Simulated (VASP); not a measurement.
# ZnS (P3_221) in VASP: further runs

ZnS is run at these levels: PBEsol, PBE; tasks: single point.

Everything below comes from runs of VASP 6.6.1. Logs are shortened: lines on timing, memory, paths and dates and some standing lists are left out, and cuts for length are marked.

## 1. The cell of the first run

It takes space group P3_221 (No. 154, trigonal). Conventional cell: a = 6.077 Å, b = 6.077 Å, c = 3.700 Å, α = 90.00°, β = 90.00°, γ = 120.00°. Zn (site symmetry 2) has 4 S at 2.37 to 2.38 Å within 3.1 Å. Within 3.1 Å of S (site symmetry 2) lie 4 Zn at 2.37 to 2.38 Å.

## 2. Single point, PBEsol

Contents of INCAR:

```
PREC = Accurate
ENCUT = 520
EDIFF = 1E-6
ISMEAR = 0
SIGMA = 0.02
LREAL = False
LASPH = True
NELM = 80
ALGO = Normal
ISIF = 2
LWAVE = False
LCHARG = False
GGA = PS
NBANDS = 36
```

Contents of KPOINTS:

```
Automatic mesh
0
Gamma
  6 6 8
```

Contents of POSCAR:

```
ZnS
1.0
    6.0765127438      0.0000000000      0.0000000000
   -3.0382563719      5.2624144026      0.0000000000
    0.0000000000      0.0000000000      3.7001223624
Zn S
3 3
Direct
    0.6147879959      0.0000000000      0.6666666667
    0.0000000000      0.6147879959      0.3333333333
    0.3852120041      0.3852120041      0.0000000000
    0.3674207599      0.0000000000      0.1666666667
    0.0000000000      0.3674207599      0.8333333333
    0.6325792401      0.6325792401      0.5000000000
```

Potentials or basis: VASP PAW PBE potentials, release 64 (Zn, S).

The run is started by

```bash
cat potpaw_PBE.64/Zn/POTCAR potpaw_PBE.64/S/POTCAR > POTCAR
mpirun -np 1 vasp_std > vasp.out
```

OUTCAR:

```text
PREC = Accurate
   ENCUT = 520
   EDIFF = 1E-6
   ISMEAR = 0
   LREAL = False
   LASPH = True
   NELM = 80
   ISIF = 2
   GGA = PS

 ion  position               nearest neighbor table
   1  0.615  0.000  0.667-   5 2.37   6 2.37   4 2.38   4 2.38
   2  0.000  0.615  0.333-   4 2.37   6 2.37   5 2.38   5 2.38
   3  0.385  0.385  0.000-   5 2.37   4 2.37   6 2.38   6 2.38
   4  0.367  0.000  0.167-   2 2.37   3 2.37   1 2.38   1 2.38
   5  0.000  0.367  0.833-   1 2.37   3 2.37   2 2.38   2 2.38
   6  0.633  0.633  0.500-   2 2.37   1 2.37   3 2.38   3 2.38

  LATTYP: Found a hexagonal cell.
 ALAT       =     6.0765127438
 C/A-ratio  =     0.6089220114

  Lattice vectors:

 A1 = (   6.0765127438,   0.0000000000,   0.0000000000)
 A2 = (  -3.0382563719,   5.2624144026,   0.0000000000)
 A3 = (   0.0000000000,   0.0000000000,   3.7001223624)

Analysis of symmetry for initial positions (statically):
=====================================================================
 Subroutine PRICEL returns:
 Original cell was already a primitive cell.

 Routine SETGRP: Setting up the symmetry group for a
 hexagonal supercell.

 Subroutine GETGRP returns: Found  6 space group operations
 (whereof  2 operations were pure point group operations)
 out of a pool of 24 trial point group operations.

The static configuration has the point symmetry C_2 .
 The point group associated with its full space group is D_3 .

Analysis of symmetry for dynamics (positions and initial velocities):
=====================================================================
 Subroutine PRICEL returns:
 Original cell was already a primitive cell.

 Routine SETGRP: Setting up the symmetry group for a
 hexagonal supercell.

 Subroutine GETGRP returns: Found  6 space group operations
 (whereof  2 operations were pure point group operations)
 out of a pool of 24 trial point group operations.

The dynamic configuration has the point symmetry C_2 .
 The point group associated with its full space group is D_3 .

 Subroutine INISYM returns: Found  6 space group operations
 (whereof  2 operations are pure point group operations),
 and found     1 'primitive' translations

----------------------------------------------------------------------------------------

                                     Primitive cell

  volume of cell :     118.3193

  direct lattice vectors                    reciprocal lattice vectors
     6.076512744  0.000000000  0.000000000     0.164568074  0.095013422  0.000000000
    -3.038256372  5.262414403  0.000000000     0.000000000  0.190026844  0.000000000
     0.000000000  0.000000000  3.700122362     0.000000000  0.000000000  0.270261332

  length of vectors
     6.076512744  6.076512744  3.700122362     0.190026844  0.190026844  0.270261332

  position of ions in fractional coordinates (direct lattice)
     0.614787996  0.000000000  0.666666667
     0.000000000  0.614787996  0.333333333
     0.385212004  0.385212004  0.000000000
     0.367420760  0.000000000  0.166666667
     0.000000000  0.367420760  0.833333333
     0.632579240  0.632579240  0.500000000

  ion indices of the primitive-cell ions
   primitive index   ion index
                 1           1
                 2           2
                 3           3
                 4           4
                 5           5
                 6           6

----------------------------------------------------------------------------------------

 KPOINTS: Automatic mesh

Automatic generation of k-mesh.
 Grid dimensions read from file:
 generate k-points for:    6    6    8

 Generating k-lattice:

  Cartesian coordinates                     Fractional coordinates (reciprocal lattice)
     0.027428012  0.015835570  0.000000000     0.166666667  0.000000000  0.000000000
     0.000000000  0.031671141  0.000000000     0.000000000  0.166666667  0.000000000
     0.000000000  0.000000000  0.033782667     0.000000000  0.000000000  0.125000000

  Length of vectors
     0.031671141  0.031671141  0.033782667

  Shift w.r.t. Gamma in fractional coordinates (k-lattice)
     0.000000000  0.000000000  0.000000000

 Subroutine IBZKPT returns following result:
 ===========================================

 Found     44 irreducible k-points:

 Following reciprocal coordinates:
            Coordinates               Weight
  0.000000  0.000000  0.000000      1.000000
  0.166667  0.000000  0.000000      6.000000
  0.333333 -0.000000  0.000000      6.000000
  0.500000 -0.000000  0.000000      3.000000
  0.166667  0.166667  0.000000      6.000000
  0.333333  0.166667  0.000000     12.000000
[... 16 lines left out ...]
  0.500000 -0.000000  0.250000      6.000000
  0.166667  0.166667  0.250000     12.000000
 [... further k-points ...]
   k-points           NKPTS =     44   k-points in BZ     NKDIM =     44   number of bands    NBANDS=     36
   number of dos      NEDOS =    301   number of ions     NIONS =      6
   total plane-waves  NPLWV =  64512
   dimension x,y,z NGX =    48 NGY =   48 NGZ =   28
   dimension x,y,z NGXF=    96 NGYF=   96 NGZF=   56
   ions per type =               3   3
   NGX,Y,Z   is equivalent  to a cutoff of  13.13, 13.13, 12.58 a.u.
   NGXF,Y,Z  is equivalent  to a cutoff of  26.26, 26.26, 25.16 a.u.
 SYSTEM =  unknown system
   PREC   = accura    normal or accurate (medium, high low for compatibility)
   ISTART =      0    job   : 0-new  1-cont  2-samecut
   ICHARG =      2    charge: 1-file 2-atom 10-const
   ISPIN  =      1    spin polarized calculation?
   LNONCOLLINEAR =      F non collinear calculations
   LSORBIT =      F    spin-orbit coupling
   LASPH  =      T    aspherical Exc in radial PAW
   ENCUT  =  520.0 eV  38.22 Ry    6.18 a.u.  11.30 11.30  6.88*2*pi/ulx,y,z
   NELM   =     80;   NELMIN=  2; NELMDL= -5     # of ELM steps
   EDIFF  = 0.1E-05   stopping-criterion for ELM
   LREAL  =      F    real-space projection
   EDIFFG = 0.1E-04   stopping-criterion for IOM
   NSW    =      0    number of steps for IOM
   IBRION =     -1    ionic relax: 0-MD 1-quasi-New 2-CG
   NFREE  =      0    steps in history (QN), initial steepest desc. (CG)
   ISIF   =      2    stress and relaxation
   ISYM   =      2    0-nonsym 1-usesym 2-fastsym
   POTIM  = 0.5000    time-step for ionic-motion
   TEBEG  =    0.0;   TEEND  =   0.0 temperature during run
   PSTRESS=    0.0 pullay stress
   NELECT =      54.0000    total number of electrons
   NUPDOWN=      -1.0000    fix difference up-down
   EMIN   =  10.00;   EMAX   =-10.00  energy-range for DOS
   EFERMI =   0.00;   METHOD = LEGACY
   ISMEAR =     0;   SIGMA  =   0.02  broadening in eV -4-tet -1-fermi 0-gaus
   EFERMI_NEDOS =   21; number of points for ismear=-14 and -15
   IALGO  =     38    algorithm
   IMIX   =      4    mixing-type and parameters
     AMIX     =   0.40;   BMIX     =  1.00
     AMIX_MAG =   1.60;   BMIX_MAG =  1.00
  volume/ion in A,a.u.               =      19.72       133.08
  Fermi-wavevector in a.u.,A,eV,Ry     =   1.260436  2.381879 21.615571  1.588700
  Thomas-Fermi vector in A             =   2.393946
   LORBIT       =      0    0 simple, 1 ext, 2 COOP (PROOUT), +10 PAW based schemes
   GGA     = PS    functional components
   LHFCALC =     F    Hartree Fock is set to
   AEXX    =    0.0000 exact exchange contribution
   IVDW    =     0    specifies the selected vdW correction
   LEPSILON=     F    determine dielectric tensor
   LRPA    =     F    only Hartree local field effects (RPA)
 non-spin polarized calculation
 Gauss-broadening in eV      SIGMA  =   0.02
  energy-cutoff  :      520.00
  volume of cell :      118.32
 maximum number of plane-waves:      3212
 NGX is ok and might be reduce to    48

 number of electron      54.0000028 magnetization

 Free energy of the ion-electron system (eV)
  ---------------------------------------------------
  ext. energy  EPLUGINS =         0.00000000
  ---------------------------------------------------
  free energy    TOTEN  =       -22.04434826 eV

  energy without entropy =      -22.04434826  energy(sigma->0) =      -22.04434826

 E-fermi :   2.0145     XC(G=0):  -9.8835

 val. band max:        1.9237927246   @ k =   0.0000   0.0000   0.0000
 cond. band min:       3.7063588246   @ k =   0.0000   0.0000   0.0000
 fundamental gap:      1.7825661000
 Fermi energy:         2.0144784143

 k-point     1 :       0.0000    0.0000    0.0000
  band No.  band energies     occupation
      1     -11.1065      2.00000
      2      -9.8273      2.00000
      3      -9.8273      2.00000
      4      -4.4048      2.00000
      5      -4.4048      2.00000
      6      -4.1866      2.00000
[... 28 lines left out ...]
     35       9.5953      0.00000
     36       9.5953      0.00000

 k-point     2 :       0.1667    0.0000    0.0000
  band No.  band energies     occupation
      1     -11.0297      2.00000
      2      -9.9055      2.00000
      3      -9.8581      2.00000
      4      -4.4121      2.00000
      5      -4.3890      2.00000
      6      -4.1967      2.00000
[... 28 lines left out ...]
     35       9.3954      0.00000
     36       9.9922      0.00000

 k-point     3 :       0.3333   -0.0000    0.0000
  band No.  band energies     occupation
      1     -10.8195      2.00000
      2     -10.1267      2.00000
      3      -9.9142      2.00000
      4      -4.4316      2.00000
      5      -4.3488      2.00000
      6      -4.2767      2.00000
[... 28 lines left out ...]
     35       9.0736      0.00000
     36      10.0846      0.00000

 k-point     4 :       0.5000   -0.0000    0.0000
  band No.  band energies     occupation
      1     -10.6124      2.00000
      2     -10.3426      2.00000
      3      -9.9401      2.00000
      4      -4.4426      2.00000
      5      -4.3508      2.00000
      6      -4.3059      2.00000
[... 28 lines left out ...]
     35       8.9433      0.00000
     36      10.3449      0.00000

 k-point     5 :       0.1667    0.1667    0.0000
  band No.  band energies     occupation
      1     -10.8853      2.00000
      2     -10.0366      2.00000
      3      -9.9221      2.00000
      4      -4.4250      2.00000
      5      -4.3611      2.00000
      6      -4.2486      2.00000
[... 655 lines left out ...]
 k-point    22 :       0.0000    0.3333    0.2500
  band No.  band energies     occupation
      1     -10.5242      2.00000
      2      -9.9245      2.00000
      3      -9.8289      2.00000
      4      -4.4430      2.00000
      5      -4.3364      2.00000
      6      -4.2695      2.00000
[... 28 lines left out ...]
     35       9.2226      0.00000
     36      10.0197      0.00000

 k-point    23 :       0.5000   -0.0000    0.2500
  band No.  band energies     occupation
      1     -10.3453      2.00000
      2     -10.1279      2.00000
      3      -9.8199      2.00000
      4      -4.4597      2.00000
      5      -4.3583      2.00000
      6      -4.2909      2.00000
[... 28 lines left out ...]
     35       9.1924      0.00000
     36      10.0428      0.00000

 k-point    24 :       0.1667    0.1667    0.2500
  band No.  band energies     occupation
      1     -10.5750      2.00000
      2      -9.9138      2.00000
      3      -9.7796      2.00000
      4      -4.4209      2.00000
      5      -4.3493      2.00000
      6      -4.2661      2.00000
[... 28 lines left out ...]
     35       9.4892      0.00000
     36       9.7963      0.00000

 [... further k-points ...]
[... 5 lines left out ...]
  --------------------------------------------------------------------------------------
  -------------------------------------------------------------------------------------
  Total       -2.5055994     -2.5055994     -2.4866276     -0.0000000      0.0000000      0.0000000
  in kB      -33.9286580    -33.9286580    -33.6717577     -0.0000000      0.0000000      0.0000000
  external PRESSURE =     -33.8430246 kB  Pullay stress =       0.0000000 kB

 VOLUME and BASIS-vectors are now :
 -----------------------------------------------------------------------------
  energy-cutoff  :      520.00
  volume of cell :      118.32
      direct lattice vectors                 reciprocal lattice vectors
     6.076512744  0.000000000  0.000000000     0.164568074  0.095013422  0.000000000
    -3.038256372  5.262414403  0.000000000     0.000000000  0.190026844  0.000000000
     0.000000000  0.000000000  3.700122362     0.000000000  0.000000000  0.270261332

 POSITION                                       TOTAL-FORCE (eV/Angst)
 -----------------------------------------------------------------------------------
      3.73577      0.00000      2.46675        -0.037231      0.000000      0.000000
     -1.86788      3.23527      1.23337         0.018615     -0.032243     -0.000000
      1.17037      2.02715      0.00000         0.018615      0.032243     -0.000000
      2.23264      0.00000      0.61669         0.069536      0.000000     -0.000000
     -1.11632      1.93352      3.08344        -0.034768      0.060220     -0.000000
      1.92194      3.32889      1.85006        -0.034768     -0.060220     -0.000000
 -----------------------------------------------------------------------------------
    total drift:                                0.000017      0.000030     -0.000000

  FREE ENERGIE OF THE ION-ELECTRON SYSTEM (eV)
  ---------------------------------------------------
  free  energy   TOTEN  =       -22.0443482574 eV

  energy  without entropy=      -22.0443482574  energy(sigma->0) =      -22.04434826
```

It took 83 s on 1 thread of AMD EPYC 9R45 (Zen 5), shared host; peak memory 0.28 GiB.

Results:

- Free energy: -22.0443 eV
- Pressure: -3.4 GPa
- Largest force: 0.070 eV/Å
- Band gap on the k mesh: 1.78 eV

Forces on the atoms (eV/Å):
```
Zn  -0.037  0.000  0.000
Zn   0.019 -0.032  0.000
Zn   0.019  0.032  0.000
S    0.070  0.000  0.000
S   -0.035  0.060  0.000
S   -0.035 -0.060  0.000
```

Caveat: the cell stands under tension; the PAW data sets were made with another functional, which shifts forces and pressure a little.

## 3. Single point, PBE

This run uses another cell than the first one: it holds 12 atoms, not 6.

Contents of INCAR:

```
ALGO = Normal
EDIFF = 1E-7
ENCUT = 520
GGA = PE
ISIF = 2
ISMEAR = 0
LASPH = True
LCHARG = False
LREAL = False
LWAVE = False
NBANDS = 66
NELM = 100
PREC = Accurate
SIGMA = 0.1
```

Contents of KPOINTS:

```
k-points
0
Gamma
  4 2 2
```

Contents of POSCAR:

```
ZnS
1.0
    0.0000000000      0.0000000000      3.7001223624
    6.0765127438      0.0000000000      0.0000000000
    0.0000000000     10.5248288052      0.0000000000
Zn S
6 6
Direct
    0.6666666667      0.6147879959      0.0000000000
    0.6666666667      0.1147879959      0.5000000000
    0.3333333333      0.6926060021      0.3073939979
    0.3333333333      0.1926060021      0.8073939979
    0.0000000000      0.1926060021      0.1926060021
    0.0000000000      0.6926060021      0.6926060021
    0.1666666667      0.3674207599      0.0000000000
    0.1666666667      0.8674207599      0.5000000000
    0.8333333333      0.8162896201      0.1837103799
    0.8333333333      0.3162896201      0.6837103799
    0.5000000000      0.3162896201      0.3162896201
    0.5000000000      0.8162896201      0.8162896201
```

Potentials or basis: VASP PAW PBE potentials, release 64 (Zn, S).

The run is started by

```bash
cat potpaw_PBE.64/Zn/POTCAR potpaw_PBE.64/S/POTCAR > POTCAR
mpirun -np 1 vasp_std > vasp.out
```

Wall time 1.7 min (1 thread of AMD EPYC 9R45 (Zen 5), shared host); peak memory 0.36 GiB.

It converged, with:

| Item | Value |
| --- | --- |
| Free energy | -39.6089 eV |
| Pressure | 0.2 GPa |
| Largest force | 0.013 eV/Å |
| Band gap on the k mesh | 1.89 eV |

Forces on the atoms (eV/Å):
```
Zn   0.007  0.000  0.000
Zn   0.007  0.000  0.000
Zn  -0.010  0.008  0.002
Zn  -0.010  0.008  0.002
Zn  -0.010 -0.008 -0.002
Zn  -0.010 -0.008 -0.002
S    0.004  0.000  0.000
S    0.004  0.000  0.000
S    0.004  0.008 -0.004
S    0.004  0.008 -0.004
S    0.004 -0.008  0.004
S    0.004 -0.008  0.004
```

Stress tensor (GPa, compression positive):
```
 0.13  0.00  0.00
 0.00  0.05 -0.01
 0.00 -0.01  0.36
```

Levels at points of the mesh, in eV from the valence-band top:
| k point | band 50 | band 51 | band 52 | band 53 | band 54 | band 55 | band 56 | band 57 | band 58 | band 59 |
| --- | --- | --- | --- | --- | --- | --- | --- | --- | --- | --- |
| (0.00, 0.00, 0.00) | -0.41 | -0.33 | -0.01 | 0.00 | 0.00 | 1.89 | 3.28 | 4.15 | 4.30 | 4.76 |
| (0.50, 0.00, 0.00) | -1.43 | -1.34 | -1.19 | -1.15 | -0.68 | 2.93 | 3.10 | 3.10 | 4.00 | 4.34 |
| (0.00, 0.50, 0.00) | -0.58 | -0.43 | -0.43 | -0.27 | -0.27 | 3.42 | 3.42 | 3.74 | 3.74 | 3.82 |
| (0.50, 0.50, 0.00) | -1.56 | -0.99 | -0.99 | -0.82 | -0.82 | 3.39 | 3.39 | 3.54 | 3.54 | 4.41 |
| (0.00, 0.00, 0.50) | -0.75 | -0.32 | -0.32 | -0.13 | -0.13 | 3.11 | 3.11 | 4.13 | 4.13 | 4.60 |
| (0.50, 0.00, 0.50) | -1.77 | -1.04 | -1.04 | -0.89 | -0.89 | 3.34 | 3.34 | 3.55 | 3.55 | 4.16 |
| (0.00, 0.50, 0.50) | -0.83 | -0.41 | -0.41 | -0.33 | -0.33 | 3.28 | 3.28 | 4.15 | 4.15 | 4.30 |
| (0.50, 0.50, 0.50) | -1.19 | -1.15 | -1.15 | -0.68 | -0.68 | 2.93 | 2.93 | 4.00 | 4.00 | 4.34 |

Caveat: the k points lie up to 0.52 Å⁻¹ apart.
